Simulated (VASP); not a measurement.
# InP (I-4m2) in VASP: further runs

Runs on InP. Level: LDA. Tasks: single point.

Everything below comes from runs of VASP 6.6.1. Logs are shortened: lines on timing, memory, paths and dates and some standing lists are left out, and cuts for length are marked.

### Step 1. The cell of the first run

The structure is tetragonal, space group I-4m2 (No. 119). The conventional cell has a = 4.314 Å, b = 4.314 Å, c = 5.741 Å, α = 90.00°, β = 90.00°, γ = 90.00°. Within 3.4 Å of In (site symmetry -4m2) lie 4 P at 2.59 Å. Within 3.4 Å of P (site symmetry -4m2) lie 4 In at 2.59 Å.

### Step 2. Single point, LDA (26.71 Å³/atom)

Contents of INCAR:

```
ALGO     = Normal         # electronic algorithm
EDIFF    = 1E-7           # SCF threshold, eV
ENCUT    = 520            # plane-wave cutoff, eV
ISIF     = 2              # what is computed and relaxed
ISMEAR   = 0              # smearing method
LASPH    = True           # aspherical terms in the spheres
LCHARG   = False          # write CHGCAR
LREAL    = False          # projectors in reciprocal space
LWAVE    = False          # write WAVECAR
NBANDS   = 16             # bands
NELM     = 60             # most SCF steps
PREC     = Accurate       # precision mode
SIGMA    = 0.05           # smearing width, eV
```

Contents of KPOINTS:

```
k-points
0
Gamma
  12 12 12
```

Contents of POSCAR:

```
InP
1.0
    0.0000000000      2.8706245299      3.0502863988
    3.0502863988      0.0000000000      3.0502863988
    3.0502863988      2.8706245299      0.0000000000
In P
1 1
Direct
    0.0000000000      0.0000000000      0.0000000000
    0.7500000000      0.7500000000      0.7500000000
```

Potentials or basis: VASP PAW LDA potentials, release 64 (In_d, P).

The run is started by

```bash
cat potpaw_LDA.64/In_d/POTCAR potpaw_LDA.64/P/POTCAR > POTCAR
mpirun -np 1 vasp_std > vasp.out
```

OUTCAR:

```text
EDIFF = 1E-7
   ENCUT = 520
   ISIF = 2
   ISMEAR = 0
   LASPH = True
   LREAL = False
   NELM = 60
   PREC = Accurate

 ion  position               nearest neighbor table
   1  0.000  0.000  0.000-   2 2.59   2 2.59   2 2.59   2 2.59
   2  0.750  0.750  0.750-   1 2.59   1 2.59   1 2.59   1 2.59

  LATTYP: Found a body centered tetragonal cell.
 ALAT       =     4.3137563943
 C/A-ratio  =     1.3309163835

  Lattice vectors:

 A1 = (   0.0000000000,  -2.8706245299,   3.0502863988)
 A2 = (   0.0000000000,  -2.8706245299,  -3.0502863988)
 A3 = (   3.0502863988,   2.8706245299,   0.0000000000)

Analysis of symmetry for initial positions (statically):
=====================================================================
 Subroutine PRICEL returns:
 Original cell was already a primitive cell.

 Routine SETGRP: Setting up the symmetry group for a
 body centered tetragonal supercell.

 Subroutine GETGRP returns: Found  8 space group operations
 (whereof  8 operations were pure point group operations)
 out of a pool of 16 trial point group operations.

The static configuration has the point symmetry D_2d.

Analysis of symmetry for dynamics (positions and initial velocities):
=====================================================================
 Subroutine PRICEL returns:
 Original cell was already a primitive cell.

 Routine SETGRP: Setting up the symmetry group for a
 body centered tetragonal supercell.

 Subroutine GETGRP returns: Found  8 space group operations
 (whereof  8 operations were pure point group operations)
 out of a pool of 16 trial point group operations.

The dynamic configuration has the point symmetry D_2d.

 Subroutine INISYM returns: Found  8 space group operations
 (whereof  8 operations are pure point group operations),
 and found     1 'primitive' translations

----------------------------------------------------------------------------------------

                                     Primitive cell

  volume of cell :      53.4180

  direct lattice vectors                    reciprocal lattice vectors
     0.000000000  2.870624530  3.050286399    -0.163919034  0.174178126  0.163919034
     3.050286399  0.000000000  3.050286399     0.163919034 -0.174178126  0.163919034
     3.050286399  2.870624530  0.000000000     0.163919034  0.174178126 -0.163919034

  length of vectors
     4.188643254  4.313756394  4.188643254     0.289960202  0.289960202  0.289960202

  position of ions in fractional coordinates (direct lattice)
     0.000000000  0.000000000  0.000000000
     0.750000000  0.750000000  0.750000000

  ion indices of the primitive-cell ions
   primitive index   ion index
                 1           1
                 2           2

----------------------------------------------------------------------------------------

 KPOINTS: k-points

Automatic generation of k-mesh.
 Grid dimensions read from file:
 generate k-points for:   12   12   12

 Generating k-lattice:

  Cartesian coordinates                     Fractional coordinates (reciprocal lattice)
    -0.013659920  0.014514844  0.013659920     0.083333333  0.000000000  0.000000000
     0.013659920 -0.014514844  0.013659920     0.000000000  0.083333333  0.000000000
     0.013659920  0.014514844 -0.013659920     0.000000000  0.000000000  0.083333333

  Length of vectors
     0.024163350  0.024163350  0.024163350

  Shift w.r.t. Gamma in fractional coordinates (k-lattice)
     0.000000000  0.000000000  0.000000000

 Subroutine IBZKPT returns following result:
 ===========================================

 Found    163 irreducible k-points:

 Following reciprocal coordinates:
            Coordinates               Weight
  0.000000  0.000000  0.000000      1.000000
  0.083333  0.000000  0.000000      8.000000
  0.166667  0.000000  0.000000      8.000000
  0.250000  0.000000  0.000000      8.000000
  0.333333  0.000000 -0.000000      8.000000
  0.416667  0.000000  0.000000      8.000000
[... 16 lines left out ...]
  0.500000  0.166667  0.000000     16.000000
 -0.416667  0.166667  0.000000     16.000000
 [... further k-points ...]
   k-points           NKPTS =    163   k-points in BZ     NKDIM =    163   number of bands    NBANDS=     16
   number of dos      NEDOS =    301   number of ions     NIONS =      2
   total plane-waves  NPLWV =  32768
   dimension x,y,z NGX =    32 NGY =   32 NGZ =   32
   dimension x,y,z NGXF=    64 NGYF=   64 NGZF=   64
   ions per type =               1   1
   NGX,Y,Z   is equivalent  to a cutoff of  12.70, 12.33, 12.70 a.u.
   NGXF,Y,Z  is equivalent  to a cutoff of  25.40, 24.66, 25.40 a.u.
 SYSTEM =  unknown system
   PREC   = accura    normal or accurate (medium, high low for compatibility)
   ISTART =      0    job   : 0-new  1-cont  2-samecut
   ICHARG =      2    charge: 1-file 2-atom 10-const
   ISPIN  =      1    spin polarized calculation?
   LNONCOLLINEAR =      F non collinear calculations
   LSORBIT =      F    spin-orbit coupling
   LASPH  =      T    aspherical Exc in radial PAW
   ENCUT  =  520.0 eV  38.22 Ry    6.18 a.u.   7.79  8.02  7.79*2*pi/ulx,y,z
   NELM   =     60;   NELMIN=  2; NELMDL= -5     # of ELM steps
   EDIFF  = 0.1E-06   stopping-criterion for ELM
   LREAL  =      F    real-space projection
   EDIFFG = 0.1E-05   stopping-criterion for IOM
   NSW    =      0    number of steps for IOM
   IBRION =     -1    ionic relax: 0-MD 1-quasi-New 2-CG
   NFREE  =      0    steps in history (QN), initial steepest desc. (CG)
   ISIF   =      2    stress and relaxation
   ISYM   =      2    0-nonsym 1-usesym 2-fastsym
   POTIM  = 0.5000    time-step for ionic-motion
   TEBEG  =    0.0;   TEEND  =   0.0 temperature during run
   PSTRESS=    0.0 pullay stress
   NELECT =      18.0000    total number of electrons
   NUPDOWN=      -1.0000    fix difference up-down
   EMIN   =  10.00;   EMAX   =-10.00  energy-range for DOS
   EFERMI =   0.00;   METHOD = LEGACY
   ISMEAR =     0;   SIGMA  =   0.05  broadening in eV -4-tet -1-fermi 0-gaus
   EFERMI_NEDOS =   21; number of points for ismear=-14 and -15
   IALGO  =     38    algorithm
   IMIX   =      4    mixing-type and parameters
     AMIX     =   0.40;   BMIX     =  1.00
     AMIX_MAG =   1.60;   BMIX_MAG =  1.00
  volume/ion in A,a.u.               =      26.71       180.24
  Fermi-wavevector in a.u.,A,eV,Ry     =   1.139208  2.152791 17.657579  1.297795
  Thomas-Fermi vector in A             =   2.275912
   LORBIT       =      0    0 simple, 1 ext, 2 COOP (PROOUT), +10 PAW based schemes
   GGA     = CA    functional components
   LHFCALC =     F    Hartree Fock is set to
   AEXX    =    0.0000 exact exchange contribution
   IVDW    =     0    specifies the selected vdW correction
   LEPSILON=     F    determine dielectric tensor
   LRPA    =     F    only Hartree local field effects (RPA)
 non-spin polarized calculation
 Gauss-broadening in eV      SIGMA  =   0.05
  energy-cutoff  :      520.00
  volume of cell :       53.42
 maximum number of plane-waves:      1456
   NGX = 15   NGY = 17   NGZ = 15

 number of electron      17.9999999 magnetization

 Free energy of the ion-electron system (eV)
  ---------------------------------------------------
  ext. energy  EPLUGINS =         0.00000000
  ---------------------------------------------------
  free energy    TOTEN  =        -9.59824381 eV

  energy without entropy =       -9.59821130  energy(sigma->0) =       -9.59822755

 E-fermi :   4.5404     XC(G=0):  -9.3607

 val. band max:        4.5371094437   @ k =   0.0000   0.0000   0.0000
 cond. band min:       4.5437222138   @ k =   0.0000   0.0000   0.0000
 fundamental gap:      0.0066127700
 Fermi energy:         4.5404173190

 k-point     1 :       0.0000    0.0000    0.0000
  band No.  band energies     occupation
      1      -9.7084      2.00000
      2      -9.7084      2.00000
      3      -9.6865      2.00000
      4      -9.5799      2.00000
      5      -9.5716      2.00000
      6      -6.7720      2.00000
[... 8 lines left out ...]
     15      13.2774      0.00000
     16      14.0698      0.00000

 k-point     2 :       0.0833    0.0000    0.0000
  band No.  band energies     occupation
      1      -9.7121      2.00000
      2      -9.7054      2.00000
      3      -9.6867      2.00000
      4      -9.5802      2.00000
      5      -9.5713      2.00000
      6      -6.6988      2.00000
[... 8 lines left out ...]
     15      12.9557      0.00000
     16      13.5994      0.00000

 k-point     3 :       0.1667    0.0000    0.0000
  band No.  band energies     occupation
      1      -9.7269      2.00000
      2      -9.6978      2.00000
      3      -9.6827      2.00000
      4      -9.5807      2.00000
      5      -9.5697      2.00000
      6      -6.4853      2.00000
[... 8 lines left out ...]
     15      12.9104      0.00000
     16      13.6136      0.00000

 k-point     4 :       0.2500    0.0000    0.0000
  band No.  band energies     occupation
      1      -9.7494      2.00000
      2      -9.6887      2.00000
      3      -9.6751      2.00000
      4      -9.5804      2.00000
      5      -9.5661      2.00000
      6      -6.1527      2.00000
[... 8 lines left out ...]
     15      12.7302      0.00000
     16      13.4452      0.00000
[... 324 lines left out ...]
 k-point    22 :       0.4167    0.1667    0.0000
  band No.  band energies     occupation
      1      -9.7945      2.00000
      2      -9.6660      2.00000
      3      -9.6522      2.00000
      4      -9.5827      2.00000
      5      -9.5613      2.00000
      6      -5.4265      2.00000
[... 8 lines left out ...]
     15      14.3600      0.00000
     16      14.9465      0.00000

 k-point    23 :       0.5000    0.1667    0.0000
  band No.  band energies     occupation
      1      -9.8010      2.00000
      2      -9.6660      2.00000
      3      -9.6509      2.00000
      4      -9.5794      2.00000
      5      -9.5601      2.00000
      6      -5.1135      2.00000
[... 8 lines left out ...]
     15      14.6595      0.00000
     16      14.8717      0.00000

 k-point    24 :      -0.4167    0.1667    0.0000
  band No.  band energies     occupation
      1      -9.8000      2.00000
      2      -9.6672      2.00000
      3      -9.6525      2.00000
      4      -9.5792      2.00000
      5      -9.5595      2.00000
      6      -5.0510      2.00000
[... 8 lines left out ...]
     15      13.9816      0.00000
     16      14.7488      0.00000

 [... further k-points ...]

------------------------ aborting loop because EDIFF is reached ----------------------------------------

  FORCE on cell =-STRESS in cart. coord.  units (eV):
  Direction    XX          YY          ZZ          XY          YZ          ZX
  --------------------------------------------------------------------------------------
  -------------------------------------------------------------------------------------
  Total       -1.8174867     -0.9941810     -1.8174867      0.0000000      0.0000000      0.0000000
  in kB      -54.5122608    -29.8186792    -54.5122608      0.0000000      0.0000000      0.0000000
  external PRESSURE =     -46.2810669 kB  Pullay stress =       0.0000000 kB

 VOLUME and BASIS-vectors are now :
 -----------------------------------------------------------------------------
  energy-cutoff  :      520.00
  volume of cell :       53.42
      direct lattice vectors                 reciprocal lattice vectors
     0.000000000  2.870624530  3.050286399    -0.163919034  0.174178126  0.163919034
     3.050286399  0.000000000  3.050286399     0.163919034 -0.174178126  0.163919034
     3.050286399  2.870624530  0.000000000     0.163919034  0.174178126 -0.163919034

 POSITION                                       TOTAL-FORCE (eV/Angst)
 -----------------------------------------------------------------------------------
      0.00000      0.00000      0.00000        -0.000000     -0.000000      0.000000
      4.57543      4.30594      4.57543         0.000000      0.000000     -0.000000
 -----------------------------------------------------------------------------------
    total drift:                                0.000000      0.000000      0.000000

  FREE ENERGIE OF THE ION-ELECTRON SYSTEM (eV)
  ---------------------------------------------------
  free  energy   TOTEN  =        -9.5982438098 eV

  energy  without entropy=       -9.5982112960  energy(sigma->0) =       -9.59822755
```

It took 65 s on 1 thread of AMD EPYC 9R45 (Zen 5), shared host; peak memory 0.23 GiB.

What came out:

| Quantity | Value |
| --- | --- |
| Free energy | -9.5982 eV |
| Pressure | -4.6 GPa |
| Band gap on the k mesh | 0.01 eV |

Levels at points of the mesh, in eV from the valence-band top:
```csv
k point,band 5,band 6,band 7,band 8,band 9,band 10,band 11,band 12,band 13,band 14
"(0.00, 0.00, 0.00)",-14.11,-11.31,-0.25,-0.25,0.00,0.01,3.74,3.85,3.85,7.83
"(0.50, 0.00, 0.00)",-14.09,-9.75,-5.69,-1.25,-0.89,0.97,4.34,4.77,6.62,8.75
"(0.50, 0.50, 0.00)",-14.09,-9.21,-5.88,-2.22,-2.19,1.63,2.14,8.25,8.57,8.93
"(0.50, 0.00, 0.50)",-14.07,-9.02,-5.54,-2.53,-2.53,1.34,1.61,8.81,8.84,8.84
```

Caveat: the cell stands under tension; semilocal functionals underestimate gaps, and a narrow one can read as zero; spin-orbit coupling is left out, which moves the levels of the heavy elements.

### Step 3. Single point, LDA (26.71 Å³/atom)

Contents of INCAR:

```
PREC = Accurate ; ENCUT = 520
EDIFF = 1E-6 ; ISMEAR = 0
SIGMA = 0.05 ; LREAL = False
LASPH = True ; NELM = 80
ALGO = Normal ; ISIF = 2
LWAVE = False ; LCHARG = False
NBANDS = 16
```

Contents of KPOINTS:

```
regular mesh
0
Gamma
  12 12 12
```

Contents of POSCAR:

```
InP
1.0
    0.0000000000      3.1124699599      2.9293834916
    2.9293834916      0.0000000000      2.9293834916
    2.9293834916      3.1124699599      0.0000000000
In P
1 1
Direct
    0.0000000000      0.0000000000      0.0000000000
    0.7500000000      0.7500000000      0.7500000000
```

Potentials or basis: VASP PAW LDA potentials, release 64 (In_d, P).

The run is started by

```bash
cat potpaw_LDA.64/In_d/POTCAR potpaw_LDA.64/P/POTCAR > POTCAR
mpirun -np 1 vasp_std > vasp.out
```

Wall time 64 s (1 thread of AMD EPYC 9R45 (Zen 5), shared host); peak memory 0.22 GiB.

The run converged. Its results:

| Property | Result |
| --- | --- |
| Free energy | -9.5958 eV |
| Pressure | -4.6 GPa |
| Band gap on the k mesh | 0.07 eV |

Stress tensor (GPa, compression positive):
```
-3.62  0.00  0.00
 0.00 -6.65  0.00
 0.00  0.00 -3.62
```

Levels at points of the mesh, in eV from the valence-band top:
```csv
k point,band 5,band 6,band 7,band 8,band 9,band 10,band 11,band 12,band 13,band 14
"(0.00, 0.00, 0.00)",-14.05,-11.24,-0.30,0.00,0.00,0.07,3.84,3.84,3.95,7.87
"(0.50, 0.00, 0.00)",-14.03,-9.68,-5.62,-1.20,-0.81,1.03,4.46,4.79,6.68,8.82
"(0.50, 0.50, 0.00)",-14.01,-9.02,-5.58,-2.37,-2.35,1.50,1.85,8.60,8.67,8.96
"(0.50, 0.00, 0.50)",-14.03,-9.21,-5.94,-2.04,-2.04,1.81,2.37,8.16,8.94,8.94
```

Caveat: the cell stands under tension; semilocal functionals underestimate gaps, and a narrow one can read as zero; spin-orbit coupling is left out, which moves the levels of the heavy elements.

### Step 4. Single point, LDA (26.71 Å³/atom)

Contents of INCAR:

```
  PREC = Accurate
  ENCUT = 520
  EDIFF = 1E-6
  ISMEAR = 0
  SIGMA = 0.05
  LREAL = False
  LASPH = True
  NELM = 80
  ALGO = Normal
  ISIF = 2
  LWAVE = False
  LCHARG = True
  LELF = True
  LVHAR = True
  NBANDS = 16
```

Contents of KPOINTS:

```
Automatic mesh
0
Gamma
  12 12 12
```

Contents of POSCAR:

```
InP
1.0
    0.0000000000      2.7568320292      3.1126024943
    3.1126024943      0.0000000000      3.1126024943
    3.1126024943      2.7568320292      0.0000000000
In P
1 1
Direct
    0.0000000000      0.0000000000      0.0000000000
    0.7500000000      0.7500000000      0.7500000000
```

The run is started by

```bash
cat potpaw_LDA.64/In_d/POTCAR potpaw_LDA.64/P/POTCAR > POTCAR
mpirun -np 1 vasp_std > vasp.out
```

It took 70 s on 1 thread of AMD EPYC 9R45 (Zen 5), shared host; peak memory 0.23 GiB.

It converged, with:

| Property | Result |
| --- | --- |
| Free energy | -9.5512 eV |
| Pressure | -4.8 GPa |
| Band gap on the k mesh | 0.17 eV |

Stress tensor (GPa, compression positive):
```
-6.30  0.00  0.00
 0.00 -1.87  0.00
 0.00  0.00 -6.30
```

Levels at points of the mesh, in eV from the valence-band top:
| k point | band 7 | band 8 | band 9 | band 10 | band 11 | band 12 |
| --- | --- | --- | --- | --- | --- | --- |
| (0.00, 0.00, 0.00) | -0.28 | -0.28 | 0.00 | 0.17 | 3.78 | 3.99 |
| (0.50, 0.00, 0.00) | -5.62 | -1.36 | -0.69 | 0.90 | 4.21 | 5.13 |
| (0.50, 0.50, 0.00) | -5.93 | -2.05 | -1.99 | 1.79 | 2.38 | 8.03 |
| (0.50, 0.00, 0.50) | -5.24 | -2.68 | -2.68 | 1.24 | 1.31 | 8.84 |

Caveat: the cell stands under tension; semilocal functionals underestimate gaps, and a narrow one can read as zero; spin-orbit coupling is left out, which moves the levels of the heavy elements.

### Step 5. The runs side by side

```csv
cell,gap on the mesh (eV),pressure (GPa)
"a = 4.189, b = 4.314 Å, angles 59.0, 62.0, 59.0°, 2 atoms",0.01,-4.6
"a = 4.274, b = 4.143 Å, angles 61.0, 58.0, 61.0°, 2 atoms",0.07,-4.6
"a = 4.158, b = 4.402 Å, angles 58.0, 63.9, 58.0°, 2 atoms",0.17,-4.8
```

Alike in all rows: task single point; level LDA; potentials or basis VASP PAW LDA potentials, release 64 (In_d, P); no spin polarisation; k mesh 12 × 12 × 12; cutoff (eV) 520; smearing gaussian 0.05 eV.

Caveats: the cell stands under tension; semilocal functionals underestimate gaps, and a narrow one can read as zero; spin-orbit coupling is left out, which moves the levels of the heavy elements.

Total energies depend on the potentials used, so only differences within one code and one set of settings carry meaning.
